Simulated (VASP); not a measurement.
KTaO3, 5 atoms in the cell. The structure is cubic, space group Pm-3m (No. 221). Conventional cell: a = 3.907 Å, b = 3.907 Å, c = 3.907 Å, α = 90.00°, β = 90.00°, γ = 90.00°. Ta (site symmetry m-3m) has 6 O at 1.95 Å within 2.6 Å. Within 3.6 Å of K (site symmetry m-3m) lie 12 O at 2.76 Å and 8 Ta at 3.38 Å. Within 2.6 Å of O (site symmetry 4/mmm) lie 2 Ta at 1.95 Å. 

- Program: VASP 6.6.1
- Task: single point
- Functional: PBEsol
- Dispersion: D4
- Potentials or basis: VASP PAW PBE potentials, release 64 (Ta_sv_GW, K_sv, O)
- Cutoff: 700 eV
- k mesh: 7 × 7 × 7
- Occupations: fermi-dirac, width 0.05 eV
- Spin: no spin polarisation
- Dipole correction: no
- Further INCAR settings: ALGO = Normal; EDIFF = 1e-06; NBANDS = 28

Potentials or basis: VASP PAW PBE potentials, release 64 (Ta_sv_GW, K_sv, O).

Command:

```sh
$ cat potpaw_PBE.64/Ta_sv_GW/POTCAR potpaw_PBE.64/K_sv/POTCAR potpaw_PBE.64/O/POTCAR > POTCAR
$ mpirun -np 1 vasp_std > vasp.out
```

Hardware: 1 thread of Intel(R) Xeon(R) Platinum 8559C (Emerald Rapids) (shared host).

Estimate the wall time of this run.

It took 50 s on 1 thread of Intel(R) Xeon(R) Platinum 8559C (Emerald Rapids), on a shared host, peak memory 0.24 GiB. Counts: scf iterations 19, k points 20.
